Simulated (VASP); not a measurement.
# Si3N4 (P6_3/m) in VASP: a series of runs

Si3N4 is run at these levels: LDA, PBEsol, r2SCAN; tasks: electric field gradients.

Everything below comes from runs of VASP 6.6.1. Logs are shortened: lines on timing, memory, paths and dates and some standing lists are left out, and cuts for length are marked.

**1. The cell of the first run**

The structure is hexagonal, space group P6_3/m (No. 176). The conventional cell has a = 7.617 Å, b = 7.617 Å, c = 2.913 Å, α = 90.00°, β = 90.00°, γ = 120.00°. Within 2.3 Å of Si (site symmetry m) lie 4 N at 1.73 to 1.74 Å. Within 2.3 Å of N (site symmetry -6) lie 3 Si at 1.73 Å. N (site symmetry m) has 3 Si at 1.74 Å within 2.3 Å.

**2. Electric field gradients, LDA**

Input file INCAR:

```
  ALGO = Normal
  EDIFF = 1E-8
  ENCUT = 520
  ISIF = 2
  ISMEAR = -1
  LASPH = T
  LCHARG = F
  LEFG = T
  LREAL = F
  LWAVE = F
  NBANDS = 45
  NELM = 100
  PREC = Accurate
  SIGMA = 0.02
```

Input file KPOINTS:

```
k-points
0
Gamma
  4 4 9
```

Input file POSCAR:

```
Si3N4
1.0
    7.6170000000      0.0000000000      0.0000000000
   -3.8085000000      6.5965155006      0.0000000000
    0.0000000000      0.0000000000      2.9134000000
Si N
6 8
Direct
    0.1740483666      0.7679428916      0.2500000000
    0.4061054750      0.1740483666      0.7500000000
    0.2320571084      0.4061054750      0.2500000000
    0.8259516334      0.2320571084      0.7500000000
    0.5938945250      0.8259516334      0.2500000000
    0.7679428916      0.5938945250      0.7500000000
    0.3333333333      0.6666666667      0.2500000000
    0.6666666667      0.3333333333      0.7500000000
    0.3297879503      0.0300001295      0.2500000000
    0.2997878208      0.3297879503      0.7500000000
    0.9699998705      0.2997878208      0.2500000000
    0.6702120497      0.9699998705      0.7500000000
    0.7002121792      0.6702120497      0.2500000000
    0.0300001295      0.7002121792      0.7500000000
```

Potentials or basis: VASP PAW LDA potentials, release 64 (Si, N).

The run is started by

```
> cat potpaw_LDA.64/Si/POTCAR potpaw_LDA.64/N/POTCAR > POTCAR
> mpirun -np 1 vasp_std > vasp.out
```

OUTCAR:

```text
EDIFF = 1E-8
   ENCUT = 520
   ISIF = 2
   ISMEAR = -1
   LASPH = T
   LREAL = F
   NELM = 100
   PREC = Accurate

 ion  position               nearest neighbor table
   1  0.174  0.768  0.250-   7 1.73   9 1.74  14 1.74  14 1.74   3 3.00   5 3.00   2 3.06   2 3.06
                             6 3.06   6 3.06
   2  0.406  0.174  0.750-   8 1.73  10 1.74   9 1.74   9 1.74   6 3.00   4 3.00   1 3.06   1 3.06
                             3 3.06   3 3.06
   3  0.232  0.406  0.250-   7 1.73  11 1.74  10 1.74  10 1.74   5 3.00   1 3.00   2 3.06   2 3.06
                             4 3.06   4 3.06
   4  0.826  0.232  0.750-   8 1.73  12 1.74  11 1.74  11 1.74   6 3.00   2 3.00   5 3.06   5 3.06
                             3 3.06   3 3.06
   5  0.594  0.826  0.250-   7 1.73  13 1.74  12 1.74  12 1.74   3 3.00   1 3.00   4 3.06   4 3.06
                             6 3.06   6 3.06
   6  0.768  0.594  0.750-   8 1.73  14 1.74  13 1.74  13 1.74   2 3.00   4 3.00   5 3.06   5 3.06
                             1 3.06   1 3.06
   7  0.333  0.667  0.250-   1 1.73   5 1.73   3 1.73
   8  0.667  0.333  0.750-   4 1.73   2 1.73   6 1.73
   9  0.330  0.030  0.250-   1 1.74   2 1.74   2 1.74
  10  0.300  0.330  0.750-   2 1.74   3 1.74   3 1.74
  11  0.970  0.300  0.250-   3 1.74   4 1.74   4 1.74
  12  0.670  0.970  0.750-   4 1.74   5 1.74   5 1.74
  13  0.700  0.670  0.250-   5 1.74   6 1.74   6 1.74
  14  0.030  0.700  0.750-   6 1.74   1 1.74   1 1.74

  LATTYP: Found a hexagonal cell.
 ALAT       =     7.6170000000
 C/A-ratio  =     0.3824865433

  Lattice vectors:

 A1 = (   7.6170000000,   0.0000000000,   0.0000000000)
 A2 = (  -3.8085000000,   6.5965155006,   0.0000000000)
 A3 = (   0.0000000000,   0.0000000000,   2.9134000000)

Analysis of symmetry for initial positions (statically):
=====================================================================
 Subroutine PRICEL returns:
 Original cell was already a primitive cell.

 Routine SETGRP: Setting up the symmetry group for a
 hexagonal supercell.

 Subroutine GETGRP returns: Found 12 space group operations
 (whereof  6 operations were pure point group operations)
 out of a pool of 24 trial point group operations.

The static configuration has the point symmetry S_6 .
 The point group associated with its full space group is C_6h.

Analysis of symmetry for dynamics (positions and initial velocities):
=====================================================================
 Subroutine PRICEL returns:
 Original cell was already a primitive cell.

 Routine SETGRP: Setting up the symmetry group for a
 hexagonal supercell.
[... 1144 lines left out ...]
      0.22093      2.67888      0.72835        -0.019039      0.025023      0.000000
      5.40748      1.53077      2.18505        -0.031190     -0.003977      0.000000
      1.37806      5.44840      0.72835        -0.012151     -0.029000      0.000000
      3.58757      3.91763      2.18505         0.019039     -0.025023     -0.000000
     -0.00000      4.39768      0.72835        -0.000000     -0.000000     -0.000000
      3.80850      2.19884      2.18505        -0.000000     -0.000000     -0.000000
      2.39774      0.19790      0.72835         0.026884      0.015773      0.000000
      1.02749      2.17545      2.18505        -0.000218      0.031169      0.000000
      6.24675      1.97756      0.72835        -0.027102      0.015396     -0.000000
      1.41076      6.39862      2.18505        -0.026884     -0.015773     -0.000000
      2.78101      4.42106      0.72835         0.000218     -0.031169     -0.000000
     -2.43825      4.61896      2.18505         0.027102     -0.015396      0.000000
 -----------------------------------------------------------------------------------
    total drift:                               -0.000000      0.000000      0.000000

  FREE ENERGIE OF THE ION-ELECTRON SYSTEM (eV)
  ---------------------------------------------------
  free  energy   TOTEN  =      -126.5043870217 eV

  energy  without entropy=     -126.5043870217  energy(sigma->0) =     -126.50438702

 Electric field gradients (V/A^2)
---------------------------------------------------------------------
 ion       V_xx      V_yy      V_zz      V_xy      V_xz      V_yz
---------------------------------------------------------------------
   1      -3.364     7.196    -3.832     5.682     0.000    -0.000
   2      -0.365     4.197    -3.832    -7.414     0.000     0.000
   3       9.477    -5.645    -3.832     1.732     0.000     0.000
   4      -3.364     7.196    -3.832     5.682    -0.000    -0.000
   5      -0.365     4.197    -3.832    -7.414     0.000    -0.000
   6       9.477    -5.645    -3.832     1.732    -0.000    -0.000
   7      22.154    22.155   -44.309     0.001     0.000    -0.000
   8      22.154    22.155   -44.309     0.001     0.000     0.000
   9     -44.994    20.041    24.953     1.876     0.000    -0.000
  10       2.158   -27.110    24.953   -29.098     0.000     0.000
  11       5.406   -30.359    24.953    27.223     0.000     0.000
  12     -44.994    20.041    24.953     1.876     0.000     0.000
  13       2.158   -27.110    24.953   -29.098     0.000    -0.000
  14       5.406   -30.359    24.953    27.223     0.000     0.000
---------------------------------------------------------------------

 Electric field gradients after diagonalization (V/A^2)
 (convention: |V_zz| > |V_xx| > |V_yy|)
----------------------------------------------------------------------
 ion       V_xx      V_yy      V_zz     asymmetry (V_yy - V_xx)/ V_zz
----------------------------------------------------------------------
   1      -5.841    -3.832     9.673       0.208
   2      -5.841    -3.832     9.673       0.208
   3      -5.841    -3.832     9.673       0.208
   4      -5.841    -3.832     9.673       0.208
   5      -5.841    -3.832     9.673       0.208
   6      -5.841    -3.832     9.673       0.208
   7      22.155    22.154   -44.309       0.000
   8      22.155    22.154   -44.309       0.000
   9      24.953    20.095   -45.048       0.108
  10      24.953    20.094   -45.047       0.108
  11      24.953    20.095   -45.048       0.108
  12      24.953    20.095   -45.048       0.108
  13      24.953    20.094   -45.047       0.108
  14      24.953    20.095   -45.048       0.108
----------------------------------------------------------------------

           NMR quadrupolar parameters

 Cq : quadrupolar parameter    Cq=e*Q*V_zz/h
 eta: asymmetry parameters     (V_yy - V_xx)/ V_zz
 Q  : nuclear electric quadrupole moment in mb (millibarn)
----------------------------------------------------------------------
 ion       Cq(MHz)       eta       Q (mb)
----------------------------------------------------------------------
   1       0.023       0.208       1.000
   2       0.023       0.208       1.000
   3       0.023       0.208       1.000
   4       0.023       0.208       1.000
   5       0.023       0.208       1.000
   6       0.023       0.208       1.000
   7      -0.107       0.000       1.000
   8      -0.107       0.000       1.000
   9      -0.109       0.108       1.000
  10      -0.109       0.108       1.000
  11      -0.109       0.108       1.000
  12      -0.109       0.108       1.000
  13      -0.109       0.108       1.000
  14      -0.109       0.108       1.000
----------------------------------------------------------------------
```

OSZICAR:

```text
N       E                     dE             d eps       ncg     rms          rms(c)
DAV:   1     0.272303654987E+03    0.27230E+03   -0.31687E+04  1800   0.132E+03
DAV:   2    -0.122052534711E+03   -0.39436E+03   -0.37464E+03  2321   0.266E+02
DAV:   3    -0.144191535254E+03   -0.22139E+02   -0.21983E+02  2272   0.670E+01
DAV:   4    -0.144520839117E+03   -0.32930E+00   -0.32814E+00  2304   0.866E+00
DAV:   5    -0.144527983353E+03   -0.71442E-02   -0.71358E-02  2216   0.124E+00    0.298E+01
DAV:   6    -0.126990877546E+03    0.17537E+02   -0.64030E+01  2150   0.315E+01    0.140E+01
DAV:   7    -0.126699759816E+03    0.29112E+00   -0.29721E+00  2296   0.635E+00    0.606E+00
DAV:   8    -0.126535629508E+03    0.16413E+00   -0.17658E-01  2144   0.198E+00    0.223E+00
DAV:   9    -0.126503926019E+03    0.31703E-01   -0.34002E-02  2280   0.900E-01    0.285E-01
DAV:  10    -0.126504353282E+03   -0.42726E-03   -0.32339E-03  2227   0.261E-01    0.168E-01
DAV:  11    -0.126504384358E+03   -0.31076E-04   -0.41542E-04  2128   0.104E-01    0.422E-02
DAV:  12    -0.126504386987E+03   -0.26290E-05   -0.38862E-05  2259   0.275E-02    0.170E-02
DAV:  13    -0.126504386835E+03    0.15207E-06   -0.69153E-06  2144   0.138E-02    0.441E-03
DAV:  14    -0.126504386945E+03   -0.11013E-06   -0.11796E-06  2275   0.521E-03    0.256E-03
DAV:  15    -0.126504387023E+03   -0.77351E-07   -0.62102E-07  2064   0.349E-03    0.214E-03
DAV:  16    -0.126504387022E+03    0.91859E-09   -0.44766E-08  2051   0.108E-03
   1 F= -.12650439E+03 E0= -.12650439E+03  d E =-.124707E-11
```

Wall time 3.6 min (1 thread of Intel Xeon 8259CL, shared host); peak memory 0.27 GiB.

What came out:

| Property | Result |
| --- | --- |
| Free energy | -126.5044 eV |
| Pressure | -4.4 GPa |
| Largest force | 0.031 eV/Å |
| Band gap on the k mesh | 4.13 eV (least direct gap 4.31 eV) |
| Largest electric field gradient by atom | Si +9.7; N -44.3, -45.0 (each value once) V/Å² |

Forces in eV/Å, atoms in the order of the input:
```
Si   0.031  0.004  0.000
Si   0.012  0.029  0.000
Si  -0.019  0.025  0.000
Si  -0.031 -0.004  0.000
Si  -0.012 -0.029  0.000
Si   0.019 -0.025  0.000
N    0.000  0.000  0.000
N    0.000  0.000  0.000
N    0.027  0.016  0.000
N    0.000  0.031  0.000
N   -0.027  0.015  0.000
N   -0.027 -0.016  0.000
N    0.000 -0.031  0.000
N    0.027 -0.015  0.000
```

Levels at points of the mesh, in eV from the valence-band top:
```
           k point  band 30  band 31  band 32  band 33  band 34  band 35
(0.00, 0.00, 0.00)    -0.46    -0.36    -0.18     4.13     4.60     4.74
(0.50, 0.00, 0.00)    -0.76    -0.32    -0.24     4.46     4.54     4.69
```

Electric field gradients, principal values (V/Å²):
```csv
atom,least,middle,greatest (by size)
1 Si,-3.832,-5.841,9.673
2 Si,-3.832,-5.841,9.673
3 Si,-3.832,-5.841,9.673
4 Si,-3.832,-5.841,9.673
5 Si,-3.832,-5.841,9.673
6 Si,-3.832,-5.841,9.673
7 N,22.154,22.155,-44.309
8 N,22.154,22.155,-44.309
9 N,20.095,24.953,-45.048
10 N,20.094,24.953,-45.047
11 N,20.095,24.953,-45.048
12 N,20.095,24.953,-45.048
13 N,20.094,24.953,-45.047
14 N,20.095,24.953,-45.048
```

Caveat: the cell stands under tension; without QUAD_EFG the Cq values of the log hold for a quadrupole moment of 1 mb, not for the nuclei. A k mesh can miss the band edges.

**3. Electric field gradients, PBEsol**

INCAR: that of step 2 with these lines changed.

```diff
@@ -3,2 +3,3 @@
   ENCUT = 520
+  GGA = PS
   ISIF = 2
```

KPOINTS is that of step 2.

POSCAR is that of step 2.

Potentials or basis: VASP PAW PBE potentials, release 64 (Si, N).

The run is started by

```
> cat potpaw_PBE.64/Si/POTCAR potpaw_PBE.64/N/POTCAR > POTCAR
> mpirun -np 1 vasp_std > vasp.out
```

OUTCAR:

```text
EDIFF = 1E-8
   ENCUT = 520
   GGA = PS
   ISIF = 2
   ISMEAR = -1
   LASPH = T
   LREAL = F
   NELM = 100
   PREC = Accurate

 ion  position               nearest neighbor table
   1  0.174  0.768  0.250-   7 1.73   9 1.74  14 1.74  14 1.74   3 3.00   5 3.00   2 3.06   2 3.06
                             6 3.06   6 3.06
   2  0.406  0.174  0.750-   8 1.73  10 1.74   9 1.74   9 1.74   6 3.00   4 3.00   1 3.06   1 3.06
                             3 3.06   3 3.06
   3  0.232  0.406  0.250-   7 1.73  11 1.74  10 1.74  10 1.74   5 3.00   1 3.00   2 3.06   2 3.06
                             4 3.06   4 3.06
   4  0.826  0.232  0.750-   8 1.73  12 1.74  11 1.74  11 1.74   6 3.00   2 3.00   5 3.06   5 3.06
                             3 3.06   3 3.06
   5  0.594  0.826  0.250-   7 1.73  13 1.74  12 1.74  12 1.74   3 3.00   1 3.00   4 3.06   4 3.06
                             6 3.06   6 3.06
   6  0.768  0.594  0.750-   8 1.73  14 1.74  13 1.74  13 1.74   2 3.00   4 3.00   5 3.06   5 3.06
                             1 3.06   1 3.06
   7  0.333  0.667  0.250-   1 1.73   5 1.73   3 1.73
   8  0.667  0.333  0.750-   4 1.73   2 1.73   6 1.73
   9  0.330  0.030  0.250-   1 1.74   2 1.74   2 1.74
[... 1235 lines left out ...]
   8      22.013    22.012   -44.025       0.000
   9      24.807    20.125   -44.931       0.104
  10      24.806    20.125   -44.931       0.104
  11      24.806    20.125   -44.931       0.104
  12      24.807    20.125   -44.931       0.104
  13      24.806    20.125   -44.931       0.104
  14      24.806    20.125   -44.931       0.104
----------------------------------------------------------------------

           NMR quadrupolar parameters

 Cq : quadrupolar parameter    Cq=e*Q*V_zz/h
 eta: asymmetry parameters     (V_yy - V_xx)/ V_zz
 Q  : nuclear electric quadrupole moment in mb (millibarn)
----------------------------------------------------------------------
 ion       Cq(MHz)       eta       Q (mb)
----------------------------------------------------------------------
   1       0.023       0.205       1.000
   2       0.023       0.205       1.000
   3       0.023       0.205       1.000
   4       0.023       0.205       1.000
   5       0.023       0.205       1.000
   6       0.023       0.205       1.000
   7      -0.106       0.000       1.000
   8      -0.106       0.000       1.000
   9      -0.109       0.104       1.000
  10      -0.109       0.104       1.000
  11      -0.109       0.104       1.000
  12      -0.109       0.104       1.000
  13      -0.109       0.104       1.000
  14      -0.109       0.104       1.000
----------------------------------------------------------------------
```

OSZICAR:

```text
N       E                     dE             d eps       ncg     rms          rms(c)
DAV:   1     0.282335170170E+03    0.28234E+03   -0.31625E+04  1800   0.132E+03
DAV:   2    -0.112446198754E+03   -0.39478E+03   -0.37439E+03  2318   0.278E+02
DAV:   3    -0.135842008157E+03   -0.23396E+02   -0.23234E+02  2272   0.713E+01
DAV:   4    -0.136211534149E+03   -0.36953E+00   -0.36816E+00  2272   0.960E+00
DAV:   5    -0.136220270395E+03   -0.87362E-02   -0.87266E-02  2224   0.142E+00    0.289E+01
DAV:   6    -0.120728895486E+03    0.15491E+02   -0.53742E+01  2158   0.292E+01    0.133E+01
DAV:   7    -0.120502087535E+03    0.22681E+00   -0.28431E+00  2288   0.682E+00    0.619E+00
DAV:   8    -0.120396261594E+03    0.10583E+00   -0.17310E-01  2168   0.204E+00    0.199E+00
DAV:   9    -0.120382897308E+03    0.13364E-01   -0.31197E-02  2312   0.880E-01    0.291E-01
DAV:  10    -0.120384372263E+03   -0.14750E-02   -0.33249E-03  2067   0.261E-01    0.158E-01
DAV:  11    -0.120384857629E+03   -0.48537E-03   -0.77643E-04  2083   0.137E-01    0.240E-02
DAV:  12    -0.120384896673E+03   -0.39043E-04   -0.49001E-05  2216   0.367E-02    0.107E-02
DAV:  13    -0.120384917960E+03   -0.21287E-04   -0.21888E-05  2003   0.206E-02    0.494E-03
DAV:  14    -0.120384922083E+03   -0.41227E-05   -0.40101E-06  2152   0.933E-03    0.286E-03
DAV:  15    -0.120384922879E+03   -0.79680E-06   -0.20419E-06  2032   0.546E-03    0.196E-03
DAV:  16    -0.120384922837E+03    0.42292E-07   -0.93633E-08  2280   0.166E-03    0.702E-04
DAV:  17    -0.120384922823E+03    0.13801E-07   -0.19611E-08  1712   0.646E-04    0.249E-04
DAV:  18    -0.120384922815E+03    0.81800E-08   -0.56857E-09  1464   0.362E-04
   1 F= -.12038492E+03 E0= -.12038492E+03  d E =-.647870E-12
```

It took 4 min on 1 thread of Intel Xeon 8259CL, shared host; peak memory 0.32 GiB.

What came out:

```yaml
Free_energy: -120.3849 eV
Pressure: 0.5 GPa
Largest_force: 0.031 eV/Å
Band_gap_on_the_k_mesh: 4.18 eV (least direct gap 4.36 eV)
Largest_electric_field_gradient_by_atom: Si +9.5; N -44.0, -44.9 (each value once) V/Å²
```

Forces in eV/Å, atoms in the order of the input:
```
Si   0.023 -0.020  0.000
Si   0.029  0.010  0.000
Si   0.005  0.030  0.000
Si  -0.023  0.020  0.000
Si  -0.029 -0.010  0.000
Si  -0.005 -0.030  0.000
N    0.000  0.000  0.000
N    0.000  0.000  0.000
N    0.019 -0.008  0.000
N    0.016  0.012  0.000
N   -0.002  0.020  0.000
N   -0.019  0.008  0.000
N   -0.016 -0.012  0.000
N    0.002 -0.020  0.000
```

Stress tensor (GPa, compression positive):
```
0.71 0.00 0.00
0.00 0.71 0.00
0.00 0.00 0.02
```

Levels at points of the mesh, in eV from the valence-band top:
```csv
k point,band 30,band 31,band 32,band 33,band 34,band 35
"(0.00, 0.00, 0.00)",-0.45,-0.37,-0.18,4.18,4.62,4.77
"(0.50, 0.00, 0.00)",-0.76,-0.32,-0.24,4.50,4.59,4.73
```

Electric field gradients, principal values (V/Å²):
```
atom   least  middle  greatest (by size)
1 Si  -3.794  -5.754               9.549
2 Si  -3.794  -5.754               9.549
3 Si  -3.794  -5.754               9.549
4 Si  -3.794  -5.754               9.549
5 Si  -3.794  -5.754               9.549
6 Si  -3.794  -5.754               9.549
 7 N  22.012  22.013             -44.025
 8 N  22.012  22.013             -44.025
 9 N  20.125  24.807             -44.931
10 N  20.125  24.806             -44.931
11 N  20.125  24.806             -44.931
12 N  20.125  24.807             -44.931
13 N  20.125  24.806             -44.931
14 N  20.125  24.806             -44.931
```

Caveat: without QUAD_EFG the Cq values of the log hold for a quadrupole moment of 1 mb, not for the nuclei; the PAW data sets were made with another functional, which shifts forces and pressure a little. A k mesh can miss the band edges.

(Continued in part 2 of 2.)
